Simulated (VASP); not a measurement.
Wanted: the native input for a VASP 6.6.1 run.

* Task: single point
* Functional: PBEsol
* Potentials or basis: VASP PAW PBE potentials, release 64 (Si, Ni)
* Cutoff: 520 eV
* k mesh: 8 × 8 × 8
* Occupations: gaussian, width 0.1 eV
* Spin: no spin polarisation
* Dipole correction: no
* Further INCAR settings: ALGO = Normal; EDIFF = 1e-06; NBANDS = 38

The structure of SiNi lies in POSCAR:

```
SiNi
1.0
    4.4679769699      0.0000000000      0.0000000000
    0.0000000000      4.4679769699      0.0000000000
    0.0000000000      0.0000000000      4.4679769699
Si Ni
4 4
Direct
    0.8464645197      0.8464645197      0.8464645197
    0.6535354803      0.1535354803      0.3464645197
    0.3464645197      0.6535354803      0.1535354803
    0.1535354803      0.3464645197      0.6535354803
    0.1489904748      0.1489904748      0.1489904748
    0.3510095252      0.8510095252      0.6489904748
    0.6489904748      0.3510095252      0.8510095252
    0.8510095252      0.6489904748      0.3510095252
```

These files were run (other wordings do the same):

INCAR

```
SYSTEM = SiNi
PREC = Accurate ; ENCUT = 520
EDIFF = 1E-6 ; ISMEAR = 0
SIGMA = 0.1 ; LREAL = .FALSE.
LASPH = .TRUE. ; NELM = 80
ALGO = Normal ; ISIF = 2
LWAVE = .FALSE. ; LCHARG = .FALSE.
GGA = PS ; NBANDS = 38
```

KPOINTS

```
regular mesh
0
G
  8 8 8
  0 0 0
```

Potentials or basis: VASP PAW PBE potentials, release 64 (Si, Ni).

The run is started by

```console
$ cat potpaw_PBE.64/Si/POTCAR potpaw_PBE.64/Ni/POTCAR > POTCAR
$ mpirun -np 1 vasp_std > vasp.out
```

It gave:

```
Pressure               : 0.2 GPa
Largest force          : 0.003 eV/Å
Band gap on the k mesh : zero (band 28 reaches 13.25 eV, above the bottom of band 29 at 12.02 eV)
```

Caveat: the PAW data sets were made with another functional, which shifts forces and pressure a little.

Run time: 4.5 min on 1 thread of Intel(R) Xeon(R) Platinum 8259CL CPU @ 2.50GHz (Skylake/Cascade Lake), with other jobs on the host, peak memory 0.27 GiB.
